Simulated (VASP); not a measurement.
# Ti8O17 (a cell with a defect) in VASP: notebook

Ti8O17 (a cell with a defect) is run at these levels: PBE, LDA; tasks: single point.

All numbers are computed with VASP 6.6.1; they aren't measurements. Logs are shortened: lines on timing, memory, paths and dates and some standing lists are left out, and cuts for length are marked.

### 1 The cell of the first run

The cell holds a defect, 25 atoms: a = 6.567 Å, b = 6.567 Å, c = 5.927 Å, α = 90.00°, β = 90.00°, γ = 90.00°.

### 2 Single point, PBE

File INCAR:

```
  ALGO = Normal
  EDIFF = 1E-6
  ENCUT = 520
  GGA = PE
  GGA_COMPAT = False
  ISIF = 2
  ISMEAR = -1
  LASPH = True
  LCHARG = False
  LREAL = False
  LWAVE = False
  NBANDS = 117
  NELM = 120
  PREC = Accurate
  SIGMA = 0.01
```

File KPOINTS:

```
Automatic mesh
0
Gamma
  1 1 1
  0.25 0.25 0.25
```

File POSCAR:

```
Ti8O17
1.0
    4.6435389800      4.6435389800      0.0000000000
   -4.6435389800      4.6435389800      0.0000000000
    0.0000000000      0.0000000000      5.9273749100
Ti O
8 17
Direct
   -0.0166477552      0.4805331687     -0.0098414561
    0.5200229847      0.0448898999      0.0080711952
    0.0097983457     -0.0366784904      0.2523253586
    0.4874872397      0.5562192998      0.2546393678
   -0.0222948489      0.4750773084      0.4986102693
    0.5142679991      0.0402551805      0.5163646718
    0.0150373455     -0.0020610358      0.7543369650
    0.4829175570      0.5230363114      0.7527637559
    0.1903680585      0.4919589369      0.2584297473
    0.6959371966      0.0148872445      0.2540082284
    0.0044777270      0.1941315673      0.0120466482
    0.5290040658      0.7104359443     -0.0134675132
   -0.0341231119      0.8079191358     -0.0123319346
    0.4934447648      0.3245929466      0.0062709042
    0.3073439259      0.0272676725      0.2480091140
    0.8019351223      0.5052150978      0.2524545895
    0.1898393669      0.5141568770      0.7582901484
    0.6962257696      0.0393957068      0.7533731319
    0.0042180113      0.1953698470      0.4998929619
    0.5314605973      0.7121032071      0.5184942823
   -0.0308376866      0.8096630644      0.5198775253
    0.4931727740      0.3258572840      0.4938884488
    0.3078775706      0.0059279141      0.7481620561
    0.8013747739      0.4804667323      0.7530072026
    0.2488526542      0.7594052758      0.2525190363
```

Potentials or basis: VASP PAW PBE potentials, release 64 (Ti_sv, O).

Run with:

```sh
> cat potpaw_PBE.64/Ti_sv/POTCAR potpaw_PBE.64/O/POTCAR > POTCAR
> mpirun -np 1 vasp_std > vasp.out
```

OUTCAR:

```text
EDIFF = 1E-6
   ENCUT = 520
   GGA = PE
   ISIF = 2
   ISMEAR = -1
   LASPH = True
   LREAL = False
   NELM = 120
   PREC = Accurate

 ion  position               nearest neighbor table
   1  0.983  0.481  0.990-  24 1.85  11 1.89  17 1.94  16 1.97   9 2.09  13 2.15   5 2.91
   2  0.520  0.045  0.008-  14 1.85  10 1.87  18 1.90  15 2.00  23 2.09  12 2.20   6 2.91
   3  0.010  0.963  0.252-  13 1.89  21 1.90  15 2.00  25 2.06  11 2.08  10 2.09  19 2.12
   4  0.487  0.556  0.255-  20 1.89  12 1.90   9 2.00  25 2.06  22 2.07  16 2.09  14 2.12
   5  0.978  0.475  0.499-  19 1.85  16 1.87  24 1.90   9 2.00  17 2.09  21 2.20   1 2.91
   6  0.514  0.040  0.516-  18 1.84  22 1.89  23 1.94  10 1.97  15 2.09  20 2.16   2 2.91
   7  0.015  0.998  0.754-  21 1.88  13 1.89  23 1.92  19 1.99  11 2.00  18 2.11
   8  0.483  0.523  0.753-  12 1.88  20 1.89  17 1.93  14 1.99  22 2.01  24 2.11
   9  0.190  0.492  0.258-  25 1.80   4 2.00   5 2.00   1 2.09
  10  0.696  0.015  0.254-   2 1.87   6 1.97   3 2.09
  11  0.004  0.194  0.012-   1 1.89   7 2.00   3 2.08
  12  0.529  0.710  0.987-   8 1.88   4 1.90   2 2.20
  13  0.966  0.808  0.988-   7 1.89   3 1.89   1 2.15
  14  0.493  0.325  0.006-   2 1.85   8 1.99   4 2.12
  15  0.307  0.027  0.248-  25 1.80   2 2.00   3 2.00   6 2.09
  16  0.802  0.505  0.252-   5 1.87   1 1.97   4 2.09
  17  0.190  0.514  0.758-   8 1.93   1 1.94   5 2.09
  18  0.696  0.039  0.753-   6 1.84   2 1.90   7 2.11
  19  0.004  0.195  0.500-   5 1.85   7 1.99   3 2.12
  20  0.531  0.712  0.518-   8 1.89   4 1.89   6 2.16
  21  0.969  0.810  0.520-   7 1.88   3 1.90   5 2.20
  22  0.493  0.326  0.494-   6 1.89   8 2.01   4 2.07
  23  0.308  0.006  0.748-   7 1.92   6 1.94   2 2.09
  24  0.801  0.480  0.753-   1 1.85   5 1.90   8 2.11
  25  0.249  0.759  0.253-   9 1.80  15 1.80   4 2.06   3 2.06

  LATTYP: Found a simple tetragonal cell.
 ALAT       =     6.5669558029
 C/A-ratio  =     0.9026061828

  Lattice vectors:

 A1 = (   4.6435389800,   4.6435389800,   0.0000000000)
 A2 = (  -4.6435389800,   4.6435389800,   0.0000000000)
 A3 = (   0.0000000000,   0.0000000000,   5.9273749100)

Analysis of symmetry for initial positions (statically):
=====================================================================
 Subroutine PRICEL returns:
 Original cell was already a primitive cell.

 Routine SETGRP: Setting up the symmetry group for a
 simple tetragonal supercell.

 Subroutine GETGRP returns: Found  1 space group operations
 (whereof  1 operations were pure point group operations)
 out of a pool of 16 trial point group operations.

The static configuration has the point symmetry C_1 .

Analysis of symmetry for dynamics (positions and initial velocities):
=====================================================================
 Subroutine PRICEL returns:
 Original cell was already a primitive cell.

 Routine SETGRP: Setting up the symmetry group for a
 simple tetragonal supercell.

 Subroutine GETGRP returns: Found  1 space group operations
 (whereof  1 operations were pure point group operations)
 out of a pool of 16 trial point group operations.

The dynamic configuration has the point symmetry C_1 .

 Subroutine INISYM returns: Found  1 space group operations
 (whereof  1 operations are pure point group operations),
 and found     1 'primitive' translations

----------------------------------------------------------------------------------------

                                     Primitive cell

  volume of cell :     255.6175

  direct lattice vectors                    reciprocal lattice vectors
     4.643538980  4.643538980  0.000000000     0.107676495  0.107676495  0.000000000
    -4.643538980  4.643538980  0.000000000    -0.107676495  0.107676495  0.000000000
     0.000000000  0.000000000  5.927374910     0.000000000  0.000000000  0.168708748

  length of vectors
     6.566955803  6.566955803  5.927374910     0.152277559  0.152277559  0.168708748

  position of ions in fractional coordinates (direct lattice)
     0.983352245  0.480533169  0.990158544
     0.520022985  0.044889900  0.008071195
     0.009798346  0.963321510  0.252325359
     0.487487240  0.556219300  0.254639368
     0.977705151  0.475077308  0.498610269
     0.514267999  0.040255180  0.516364672
[... 17 lines left out ...]
     0.801374774  0.480466732  0.753007203
     0.248852654  0.759405276  0.252519036

  ion indices of the primitive-cell ions
   primitive index   ion index
                 1           1
                 2           2
                 3           3
                 4           4
                 5           5
                 6           6
[... 17 lines left out ...]
                24          24
                25          25

----------------------------------------------------------------------------------------

 KPOINTS: Automatic mesh

Automatic generation of k-mesh.
 Grid dimensions read from file:
 generate k-points for:    1    1    1

 Generating k-lattice:

  Cartesian coordinates                     Fractional coordinates (reciprocal lattice)
     0.107676495  0.107676495  0.000000000     1.000000000  0.000000000  0.000000000
    -0.107676495  0.107676495  0.000000000     0.000000000  1.000000000  0.000000000
     0.000000000  0.000000000  0.168708748     0.000000000  0.000000000  1.000000000

  Length of vectors
     0.152277559  0.152277559  0.168708748

  Shift w.r.t. Gamma in fractional coordinates (k-lattice)
     0.250000000  0.250000000  0.250000000

 Subroutine IBZKPT returns following result:
 ===========================================

 Found      4 irreducible k-points:

 Following reciprocal coordinates:
            Coordinates               Weight
  0.250000  0.250000  0.250000      2.000000
 -0.250000  0.250000  0.250000      2.000000
 -0.250000 -0.250000  0.250000      2.000000
  0.250000 -0.250000  0.250000      2.000000
   k-points           NKPTS =      4   k-points in BZ     NKDIM =      4   number of bands    NBANDS=    117
   number of dos      NEDOS =    301   number of ions     NIONS =     25
   total plane-waves  NPLWV = 120000
   dimension x,y,z NGX =    50 NGY =   50 NGZ =   48
   dimension x,y,z NGXF=   100 NGYF=  100 NGZF=   96
   ions per type =               8  17
   NGX,Y,Z   is equivalent  to a cutoff of  12.66, 12.66, 13.46 a.u.
   NGXF,Y,Z  is equivalent  to a cutoff of  25.32, 25.32, 26.93 a.u.
 SYSTEM =  unknown system
   PREC   = accura    normal or accurate (medium, high low for compatibility)
   ISTART =      0    job   : 0-new  1-cont  2-samecut
   ICHARG =      2    charge: 1-file 2-atom 10-const
   ISPIN  =      1    spin polarized calculation?
   LNONCOLLINEAR =      F non collinear calculations
   LSORBIT =      F    spin-orbit coupling
   LASPH  =      T    aspherical Exc in radial PAW
   ENCUT  =  520.0 eV  38.22 Ry    6.18 a.u.  12.21 12.21 11.02*2*pi/ulx,y,z
   NELM   =    120;   NELMIN=  2; NELMDL= -5     # of ELM steps
   EDIFF  = 0.1E-05   stopping-criterion for ELM
   LREAL  =      F    real-space projection
   EDIFFG = 0.1E-04   stopping-criterion for IOM
   NSW    =      0    number of steps for IOM
   IBRION =     -1    ionic relax: 0-MD 1-quasi-New 2-CG
   NFREE  =      0    steps in history (QN), initial steepest desc. (CG)
   ISIF   =      2    stress and relaxation
   ISYM   =      2    0-nonsym 1-usesym 2-fastsym
   POTIM  = 0.5000    time-step for ionic-motion
   TEBEG  =    0.0;   TEEND  =   0.0 temperature during run
   PSTRESS=    0.0 pullay stress
   NELECT =     198.0000    total number of electrons
   NUPDOWN=      -1.0000    fix difference up-down
   EMIN   =  10.00;   EMAX   =-10.00  energy-range for DOS
   EFERMI =   0.00;   METHOD = LEGACY
   ISMEAR =    -1;   SIGMA  =   0.01  broadening in eV -4-tet -1-fermi 0-gaus
   EFERMI_NEDOS =   21; number of points for ismear=-14 and -15
   IALGO  =     38    algorithm
   IMIX   =      4    mixing-type and parameters
     AMIX     =   0.40;   BMIX     =  1.00
     AMIX_MAG =   1.60;   BMIX_MAG =  1.00
  volume/ion in A,a.u.               =      10.22        69.00
  Fermi-wavevector in a.u.,A,eV,Ry     =   1.503487  2.841179 30.755608  2.260473
  Thomas-Fermi vector in A             =   2.614591
   LORBIT       =      0    0 simple, 1 ext, 2 COOP (PROOUT), +10 PAW based schemes
   GGA     = PE    functional components
   LHFCALC =     F    Hartree Fock is set to
   AEXX    =    0.0000 exact exchange contribution
   IVDW    =     0    specifies the selected vdW correction
   LEPSILON=     F    determine dielectric tensor
   LRPA    =     F    only Hartree local field effects (RPA)
 non-spin polarized calculation
  energy-cutoff  :      520.00
  volume of cell :      255.62
 maximum number of plane-waves:      6869
 NGX is ok and might be reduce to    50
   NGX = 25   NGY = 25   NGZ = 23

 number of electron     198.0000004 magnetization

 Free energy of the ion-electron system (eV)
  ---------------------------------------------------
  ext. energy  EPLUGINS =         0.00000000
  ---------------------------------------------------
  free energy    TOTEN  =      -216.72396645 eV

  energy without entropy =     -216.72396645  energy(sigma->0) =     -216.72396645

 E-fermi :   5.2810     XC(G=0): -11.4783

 val. band max:        4.9297052309   @ k =  -0.2500  -0.2500   0.2500
 cond. band min:       6.9855931691   @ k =   0.2500  -0.2500   0.2500
 fundamental gap:      2.0558879382
 Fermi energy:         5.2810090827

 k-point     1 :       0.2500    0.2500    0.2500
  band No.  band energies     occupation
      1     -52.0232      2.00000
      2     -52.0204      2.00000
      3     -51.9650      2.00000
      4     -51.9560      2.00000
      5     -51.9259      2.00000
      6     -51.9213      2.00000
[... 103 lines left out ...]
    110       7.8576      0.00000
    111       7.9222      0.00000

 k-point     2 :      -0.2500    0.2500    0.2500
  band No.  band energies     occupation
      1     -52.0232      2.00000
      2     -52.0204      2.00000
      3     -51.9650      2.00000
      4     -51.9560      2.00000
      5     -51.9259      2.00000
      6     -51.9213      2.00000
[... 103 lines left out ...]
    110       7.8875      0.00000
    111       7.9456      0.00000

 k-point     3 :      -0.2500   -0.2500    0.2500
  band No.  band energies     occupation
      1     -52.0232      2.00000
      2     -52.0204      2.00000
      3     -51.9650      2.00000
      4     -51.9559      2.00000
      5     -51.9259      2.00000
      6     -51.9213      2.00000
[... 103 lines left out ...]
    110       7.9061      0.00000
    111       7.9206      0.00000

 k-point     4 :       0.2500   -0.2500    0.2500
  band No.  band energies     occupation
      1     -52.0232      2.00000
      2     -52.0204      2.00000
      3     -51.9650      2.00000
      4     -51.9559      2.00000
      5     -51.9259      2.00000
      6     -51.9213      2.00000
[... 103 lines left out ...]
    110       7.8817      0.00000
    111       7.9097      0.00000
 [bands above 111 left out]

------------------------ aborting loop because EDIFF is reached ----------------------------------------

  FORCE on cell =-STRESS in cart. coord.  units (eV):
  Direction    XX          YY          ZZ          XY          YZ          ZX
  --------------------------------------------------------------------------------------
  -------------------------------------------------------------------------------------
  Total        6.0967819      8.0365586     13.3069373      3.8573951      0.0371486      0.2020444
  in kB       38.2138377     50.3721067     83.4061565     24.1776517      0.2328427      1.2663882
  external PRESSURE =      57.3307003 kB  Pullay stress =       0.0000000 kB

 VOLUME and BASIS-vectors are now :
 -----------------------------------------------------------------------------
  energy-cutoff  :      520.00
  volume of cell :      255.62
      direct lattice vectors                 reciprocal lattice vectors
     4.643538980  4.643538980  0.000000000     0.107676495  0.107676495  0.000000000
    -4.643538980  4.643538980  0.000000000    -0.107676495  0.107676495  0.000000000
     0.000000000  0.000000000  5.927374910     0.000000000  0.000000000  0.168708748

 POSITION                                       TOTAL-FORCE (eV/Angst)
 -----------------------------------------------------------------------------------
      2.33486      6.79761      5.86904         0.167464     -0.005787      0.255438
      2.20630      2.62319      0.04784         0.129237     -0.182246     -0.270915
     -4.42772      4.51872      1.49563        -0.064465      0.038151      0.089277
     -0.31916      4.84649      1.50934         0.075667     -0.017208     -0.103343
      2.33397      6.74605      2.95545        -0.137517      0.186594      0.256903
      2.20110      2.57495      3.06069        -0.146850     -0.016843     -0.267613
[... 17 lines left out ...]
      1.49015      5.95228      4.46336        -0.060519     -0.087099     -0.075007
     -2.37077      4.68188      1.49678        -0.006491     -0.009238      0.011834
 -----------------------------------------------------------------------------------
    total drift:                                0.000260     -0.000022     -0.000370

  FREE ENERGIE OF THE ION-ELECTRON SYSTEM (eV)
  ---------------------------------------------------
  free  energy   TOTEN  =      -216.7239664464 eV

  energy  without entropy=     -216.7239664464  energy(sigma->0) =     -216.72396645
```

Wall time 8.2 min (1 thread of Intel Xeon 8259CL, shared host); peak memory 0.37 GiB.

What came out:

```
Free energy            : -216.7240 eV
Pressure               : 5.7 GPa
Largest force          : 0.351 eV/Å
Band gap on the k mesh : 2.06 eV
```

Forces in eV/Å, atoms in the order of the input:
```
Ti   0.167 -0.006  0.255
Ti   0.129 -0.182 -0.271
Ti  -0.064  0.038  0.089
Ti   0.076 -0.017 -0.103
Ti  -0.138  0.187  0.257
Ti  -0.147 -0.017 -0.268
Ti  -0.054 -0.002 -0.058
Ti   0.064 -0.021  0.043
O   -0.028 -0.048 -0.181
O    0.071  0.073  0.102
O   -0.080  0.045 -0.118
O   -0.035  0.101 -0.016
O    0.083 -0.043 -0.055
O   -0.074  0.089  0.176
O    0.020  0.044  0.170
O   -0.074 -0.075 -0.095
O   -0.023 -0.023 -0.179
O    0.059  0.093  0.079
O    0.075 -0.086 -0.171
O   -0.079  0.052  0.066
O    0.037 -0.104  0.023
O    0.063 -0.026  0.133
O    0.021  0.025  0.183
O   -0.061 -0.087 -0.075
O   -0.006 -0.009  0.012
```

(Continued in part 2 of 2.)
